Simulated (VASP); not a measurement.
# Ir in VASP: settings compared, part 2 of 2

VASP 6.6.1.

### 5 Single point, HSE06

This run uses another cell than the first one, of 14.62 Å³/atom.

POSCAR reads:

```
Ir
1.0
    0.0000000000      1.9408081540      1.9408081540
    1.9408081540      0.0000000000      1.9408081540
    1.9408081540      1.9408081540      0.0000000000
Ir
1
Direct
    0.0000000000      0.0000000000      0.0000000000
```

INCAR.step1 reads:

```
SYSTEM = Ir
ALGO = Normal
EDIFF = 1E-5
ENCUT = 520
GGA = PE
ISIF = 2
ISMEAR = -1
LASPH = .TRUE.
LREAL = .FALSE.
LWAVE = .TRUE.
NBANDS = 10
NELM = 80
PREC = Accurate
SIGMA = 0.05
```

INCAR.step2 reads:

```
SYSTEM = Ir
ALGO = Normal
EDIFF = 1E-6
ENCUT = 520
GGA = PE
HFSCREEN = 0.2079
ISIF = 2
ISMEAR = -1
ISTART = 1
LASPH = .TRUE.
LCHARG = .TRUE.
LELF = .TRUE.
LHFCALC = .TRUE.
LREAL = .FALSE.
LVHAR = .TRUE.
LWAVE = .FALSE.
NBANDS = 10
NELM = 80
PREC = Accurate
PRECFOCK = Normal
SIGMA = 0.05
```

KPOINTS reads:

```
k-points
0
G
  8 8 8
  0 0 0
```

Potentials or basis: VASP PAW PBE potentials, release 64 (Ir).

On the command line:

```console
cat potpaw_PBE.64/Ir/POTCAR > POTCAR
cp INCAR.step1 INCAR
mpirun -np 1 vasp_std > vasp.out
cp INCAR.step2 INCAR
mpirun -np 1 vasp_std > vasp.out
```

OUTCAR:

```text
SYSTEM = Ir
   EDIFF = 1E-6
   ENCUT = 520
   GGA = PE
   HFSCREEN = 0.2079
   ISIF = 2
   ISMEAR = -1
   ISTART = 1
   LASPH = .TRUE.
   LHFCALC = .TRUE.
   LREAL = .FALSE.
   NELM = 80
   PREC = Accurate
   PRECFOCK = Normal

 ion  position               nearest neighbor table
   1  0.000  0.000  0.000-

  LATTYP: Found a face centered cubic cell.
 ALAT       =     3.8816163080

  Lattice vectors:

 A1 = (   0.0000000000,   1.9408081540,   1.9408081540)
 A2 = (   1.9408081540,   0.0000000000,   1.9408081540)
 A3 = (   1.9408081540,   1.9408081540,   0.0000000000)

Analysis of symmetry for initial positions (statically):
=====================================================================
 Subroutine PRICEL returns:
 Original cell was already a primitive cell.

 Routine SETGRP: Setting up the symmetry group for a
 face centered cubic supercell.

 Subroutine GETGRP returns: Found 48 space group operations
 (whereof 48 operations were pure point group operations)
 out of a pool of 48 trial point group operations.

The static configuration has the point symmetry O_h .

[... 163 lines left out ...]
  energy without entropy =      -10.09718699  energy(sigma->0) =      -10.10184497

 E-fermi :   9.5515     XC(G=0): -11.2107

 val. band max:        9.4862017311   @ k =  -0.3750   0.1250   0.0000
 cond. band min:       9.5950774199   @ k =   0.3750   0.3750   0.0000
 fundamental gap:      0.1088756888
 Fermi energy:         9.5514825467

 k-point     1 :       0.0000    0.0000    0.0000
  band No.  band energies     occupation
      1      -2.3750      2.00000
      2       5.1916      2.00000
      3       5.1917      2.00000
      4       5.1917      2.00000
      5       7.6671      2.00000
      6       7.6671      2.00000
      7      24.9718      0.00000
      8      30.6376      0.00000
      9      30.6376      0.00000
     10      30.6376      0.00000
[... 287 lines left out ...]
 k-point    24 :      -0.3750    0.2500    0.1250
  band No.  band energies     occupation
      1       2.3583      2.00000
      2       3.6245      2.00000
      3       5.5699      2.00000
      4       6.4159      2.00000
      5      10.1714      0.00001
      6      15.0884      0.00000
      7      16.9160      0.00000
      8      26.1891      0.00000
      9      26.2944      0.00000
     10      30.4416      0.00000

 [... further k-points ...]
[... 5 lines left out ...]
  --------------------------------------------------------------------------------------
  -------------------------------------------------------------------------------------
  Total       -1.1215530     -1.1215530     -1.1215530      0.0000000      0.0000000      0.0000000
  in kB     -122.9001877   -122.9001877   -122.9001877      0.0000000      0.0000000      0.0000000
  external PRESSURE =    -122.9001877 kB  Pullay stress =       0.0000000 kB

 VOLUME and BASIS-vectors are now :
 -----------------------------------------------------------------------------
  energy-cutoff  :      520.00
  volume of cell :       14.62
      direct lattice vectors                 reciprocal lattice vectors
     0.000000000  1.940808154  1.940808154    -0.257624639  0.257624639  0.257624639
     1.940808154  0.000000000  1.940808154     0.257624639 -0.257624639  0.257624639
     1.940808154  1.940808154  0.000000000     0.257624639  0.257624639 -0.257624639

 POSITION                                       TOTAL-FORCE (eV/Angst)
 -----------------------------------------------------------------------------------
      0.00000      0.00000      0.00000         0.000000     -0.000000     -0.000000
 -----------------------------------------------------------------------------------
    total drift:                                0.000000      0.000000      0.000000

  FREE ENERGIE OF THE ION-ELECTRON SYSTEM (eV)
  ---------------------------------------------------
  free  energy   TOTEN  =       -10.1065029415 eV

  energy  without entropy=      -10.0971869916  energy(sigma->0) =      -10.10184497
```

OUTCAR.step1:

```text
SYSTEM = Ir
   EDIFF = 1E-5
   ENCUT = 520
   GGA = PE
   ISIF = 2
   ISMEAR = -1
   LASPH = .TRUE.
[... 528 lines left out ...]
 -----------------------------------------------------------------------------------
      0.00000      0.00000      0.00000         0.000000      0.000000     -0.000000
 -----------------------------------------------------------------------------------
    total drift:                                0.000000      0.000000      0.000000

  FREE ENERGIE OF THE ION-ELECTRON SYSTEM (eV)
  ---------------------------------------------------
  free  energy   TOTEN  =        -8.7849300450 eV

  energy  without entropy=       -8.7700431520  energy(sigma->0) =       -8.77748660
```

OSZICAR.step1:

```text
N       E                     dE             d eps       ncg     rms          rms(c)
DAV:   1     0.506564196471E+02    0.50656E+02   -0.43576E+03   580   0.814E+02
DAV:   2    -0.836640114689E+01   -0.59023E+02   -0.56383E+02   606   0.200E+02
DAV:   3    -0.934504846203E+01   -0.97865E+00   -0.97114E+00   666   0.310E+01
DAV:   4    -0.935313558491E+01   -0.80871E-02   -0.80856E-02   660   0.261E+00
DAV:   5    -0.935329947632E+01   -0.16389E-03   -0.16389E-03   648   0.354E-01    0.141E+01
DAV:   6    -0.887184096908E+01    0.48146E+00   -0.87603E-01   646   0.114E+01    0.573E+00
DAV:   7    -0.879072383243E+01    0.81117E-01   -0.25702E-01   674   0.568E+00    0.155E+00
DAV:   8    -0.878684118153E+01    0.38827E-02   -0.23563E-03   630   0.542E-01    0.862E-01
DAV:   9    -0.878492201612E+01    0.19192E-02   -0.14562E-03   654   0.525E-01    0.158E-02
DAV:  10    -0.878493004504E+01   -0.80289E-05   -0.73277E-06   624   0.241E-02
   1 F= -.87849300E+01 E0= -.87774866E+01  d E =-.148869E-01
```

Run time: 27 min. Hardware: 1 thread of Intel Xeon Platinum 8375C at 2.90GHz (Ice Lake), shared host; peak memory 0.24 GiB.

What came out:

- Free energy: -10.1065 eV
- Pressure: -12.3 GPa
- Band gap on the k mesh: zero (an odd number of electrons rules out a gap without spin polarisation)

Levels at points of the mesh, in eV from the Fermi level:
| k point | band 1 | band 2 | band 3 | band 4 | band 5 | band 6 | band 7 | band 8 | band 9 |
| --- | --- | --- | --- | --- | --- | --- | --- | --- | --- |
| (0.00, 0.00, 0.00) | -11.93 | -4.36 | -4.36 | -4.36 | -1.88 | -1.88 | 15.42 | 21.09 | 21.09 |
| (0.50, 0.00, 0.00) | -8.76 | -4.64 | -4.64 | -0.86 | 0.91 | 0.91 | 7.95 | 14.95 | 20.86 |
| (0.50, 0.50, 0.00) | -8.71 | -7.99 | 0.39 | 1.70 | 1.70 | 1.76 | 11.23 | 12.53 | 12.53 |

Caveat: the cell stands under tension; the PAW data sets were made with another functional, which shifts forces and pressure a little; spin-orbit coupling is left out, which moves the levels of the heavy elements.

### 6 Summary

| level | spin | fixed moment (μB) | cell | k mesh | cutoff (eV) | smearing | tolerance level | purpose | dipole correction | grid for exact exchange (PRECFOCK) | share of exact exchange | gap on the mesh (eV) | pressure (GPa) | moment (μB) |
| --- | --- | --- | --- | --- | --- | --- | --- | --- | --- | --- | --- | --- | --- | --- |
| SCAN | off | - | a = 2.729, b = 2.729, c = 2.709 Å, angles 60.2, 60.2, 59.5°, 1 atom | 19 × 19 × 19 | 600 | methfessel-paxton 0.05 eV | standard | stress | - | - | - | none | -17.2 | - |
| PBEsol | non-collinear, zero start, SOC | - | a = 2.709 Å, angles 60.0°, 1 atom | 12 × 12 × 12 | 520 | fermi-dirac 0.05 eV | - | - | no | - | - | - | 1.3 | 0.00 |
| BLYP | collinear | 1.0 | a = 2.779 Å, angles 60.0°, 1 atom | 12 × 12 × 12 | 520 | fermi-dirac 0.15 eV | - | - | no | - | - | - | 12.6 | 1.00 |
| HSE06 | off | - | a = 2.745 Å, angles 60.0°, 1 atom | 8 × 8 × 8 | 520 | fermi-dirac 0.05 eV | - | - | no | Normal | 0.25 | none | -12.3 | - |

Alike in all rows: task single point; potentials or basis VASP PAW PBE potentials, release 64 (Ir).

Caveats: the PAW data sets were made with another functional, which shifts forces and pressure a little; spin-orbit coupling is left out, which moves the levels of the heavy elements (at least some runs); the cell stands under tension (at least some runs); the cell stands under pressure (at least some runs); the total moment is fixed, so each spin has its own Fermi level (at least some runs).

Total energies depend on the potentials used, so only differences within one code and one set of settings carry meaning.
